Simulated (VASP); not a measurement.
# Co (Im-3m) in VASP: notebook, part 2 of 2

VASP 6.6.1. The steps go on from the part before.

## Step 4: Single point, r2SCAN, collinear spin, ferromagnetic start (volume scaled by 1.04)

File POSCAR:

```
Co
1.0
   -1.4175908141      1.4175908141      1.4175908141
    1.4175908141     -1.4175908141      1.4175908141
    1.4175908141      1.4175908141     -1.4175908141
Co
1
Direct
    0.0000000000      0.0000000000      0.0000000000
```

File INCAR.step1:

```
ALGO = Normal ; EDIFF = 1E-4
ENCUT = 520 ; GGA = PE
ISMEAR = -1 ; ISPIN = 2
LASPH = True ; LCHARG = False
LMAXMIX = 4 ; LREAL = False
LWAVE = True ; MAGMOM = 2.046
NBANDS = 14 ; NELM = 150
PREC = Accurate ; SIGMA = 0.05
```

File INCAR.step2:

```
ALGO = Normal ; EDIFF = 1E-6
ENCUT = 520 ; ISIF = 2
ISMEAR = -1 ; ISPIN = 2
ISTART = 1 ; LASPH = True
LCHARG = True ; LELF = True
LMAXMIX = 4 ; LMIXTAU = True
LORBIT = 11 ; LREAL = False
LVHAR = True ; LWAVE = False
MAGMOM = 2.046 ; METAGGA = R2SCAN
NBANDS = 14 ; NELM = 150
PREC = Accurate ; SIGMA = 0.05
```

File KPOINTS:

```
k-points
0
Gamma
  18 18 18
```

Potentials or basis: VASP PAW PBE potentials, release 64 (Co).

The run is started by

```sh
$ cat potpaw_PBE.64/Co/POTCAR > POTCAR
$ cp INCAR.step1 INCAR
$ mpirun -np 1 vasp_std > vasp.out
$ cp INCAR.step2 INCAR
$ mpirun -np 1 vasp_std > vasp.out
```

OUTCAR:

```text
EDIFF = 1E-6
   ENCUT = 520
   ISIF = 2
   ISMEAR = -1
   ISPIN = 2
   ISTART = 1
   LASPH = True
   LORBIT = 11
   LREAL = False
   METAGGA = R2SCAN
   NELM = 150
   PREC = Accurate

 ion  position               nearest neighbor table
   1  0.000  0.000  0.000-

  LATTYP: Found a body centered cubic cell.
 ALAT       =     2.8351816282

  Lattice vectors:

 A1 = (  -1.4175908141,   1.4175908141,   1.4175908141)
 A2 = (   1.4175908141,  -1.4175908141,   1.4175908141)
 A3 = (   1.4175908141,   1.4175908141,  -1.4175908141)

Analysis of symmetry for initial positions (statically):
=====================================================================
 Subroutine PRICEL returns:
 Original cell was already a primitive cell.

 Routine SETGRP: Setting up the symmetry group for a
 body centered cubic supercell.

 Subroutine GETGRP returns: Found 48 space group operations
 (whereof 48 operations were pure point group operations)
 out of a pool of 48 trial point group operations.

[... 596 lines left out ...]
      1       0.0551      1.00000
      2       8.3479      1.00000
      3       8.3482      1.00000
      4       8.3482      1.00000
      5      11.0653      0.00000
      6      11.0655      0.00000
      7      35.6950      0.00000
      8      35.6950      0.00000
      9      35.6950      0.00000
     10      41.2520      0.00000
     11      41.2521      0.00000
     12      43.1731      0.00000
     13      43.1733      0.00000
     14      43.1758      0.00000
[... 379 lines left out ...]
      3       8.4400      1.00000
      4      10.6268      0.00006
      5      11.0911      0.00000
      6      11.9330      0.00000
      7      18.0474      0.00000
      8      26.3090      0.00000
      9      29.9246      0.00000
     10      35.3061      0.00000
     11      40.6598      0.00000
     12      43.7710      0.00000
     13      49.0849      0.00000
     14      50.4586      0.00000

 [... further k-points ...]
[... 5 lines left out ...]
  --------------------------------------------------------------------------------------
  -------------------------------------------------------------------------------------
  Total       -0.5346205     -0.5346205     -0.5346205     -0.0000000      0.0000000     -0.0000000
  in kB      -75.1698186    -75.1698186    -75.1698186     -0.0000000      0.0000000     -0.0000000
  external PRESSURE =     -75.1698186 kB  Pullay stress =       0.0000000 kB

 VOLUME and BASIS-vectors are now :
 -----------------------------------------------------------------------------
  energy-cutoff  :      520.00
  volume of cell :       11.39
      direct lattice vectors                 reciprocal lattice vectors
    -1.417590814  1.417590814  1.417590814     0.000000000  0.352711089  0.352711089
     1.417590814 -1.417590814  1.417590814     0.352711089  0.000000000  0.352711089
     1.417590814  1.417590814 -1.417590814     0.352711089  0.352711089  0.000000000

 POSITION                                       TOTAL-FORCE (eV/Angst)
 -----------------------------------------------------------------------------------
      0.00000      0.00000      0.00000        -0.000000     -0.000000      0.000000
 -----------------------------------------------------------------------------------
    total drift:                                0.000000     -0.000000      0.000000

  FREE ENERGIE OF THE ION-ELECTRON SYSTEM (eV)
  ---------------------------------------------------
  free  energy   TOTEN  =       -13.2334227911 eV

  energy  without entropy=      -13.2257489105  energy(sigma->0) =      -13.22958585

 total charge

# of ion       s       p       d       tot
------------------------------------------
    1        0.492   0.541   7.161   8.194

 magnetization (x)

# of ion       s       p       d       tot
------------------------------------------
    1        0.004  -0.065   2.039   1.978
```

OUTCAR.step1:

```text
EDIFF = 1E-4
   ENCUT = 520
   GGA = PE
   ISMEAR = -1
   ISPIN = 2
   LASPH = True
[... 1051 lines left out ...]
 POSITION                                       TOTAL-FORCE (eV/Angst)
 -----------------------------------------------------------------------------------
      0.00000      0.00000      0.00000         0.000000     -0.000000      0.000000
 -----------------------------------------------------------------------------------
    total drift:                                0.000000     -0.000000      0.000000

  FREE ENERGIE OF THE ION-ELECTRON SYSTEM (eV)
  ---------------------------------------------------
  free  energy   TOTEN  =        -6.9466886144 eV

  energy  without entropy=       -6.9336549338  energy(sigma->0) =       -6.94017177
```

Wall time 5.5 min (1 thread of AMD EPYC 7R43 (Zen 3), shared host); peak memory 0.13 GiB.

Results:

```yaml
Free_energy: -13.2334 eV
Pressure: -7.5 GPa
Net_moment: 1.91 μB per cell
Site_moments: Co +1.98 μB
Valence_electrons_inside_the_program's_atomic_spheres: Co 8.19
```

Caveat: the PAW data sets were made with another functional, which shifts forces and pressure a little.

## Step 5: The runs side by side

| cell | gap on the mesh (eV) | pressure (GPa) | moment (μB) |
| --- | --- | --- | --- |
| a = 2.391 Å, angles 109.5°, 1 atom | none | 9.7 | 1.90 |
| a = 2.423 Å, angles 109.5°, 1 atom | none | 0.1 | 1.91 |
| a = 2.455 Å, angles 109.5°, 1 atom | none | -7.5 | 1.91 |

Alike in all rows: task single point; level r2SCAN; potentials or basis VASP PAW PBE potentials, release 64 (Co); spin collinear, ferromagnetic start; k mesh 18 × 18 × 18; cutoff (eV) 520; smearing fermi-dirac 0.05 eV.

Caveats: the PAW data sets were made with another functional, which shifts forces and pressure a little.

Absolute energies hang on the potentials; compare differences alone.
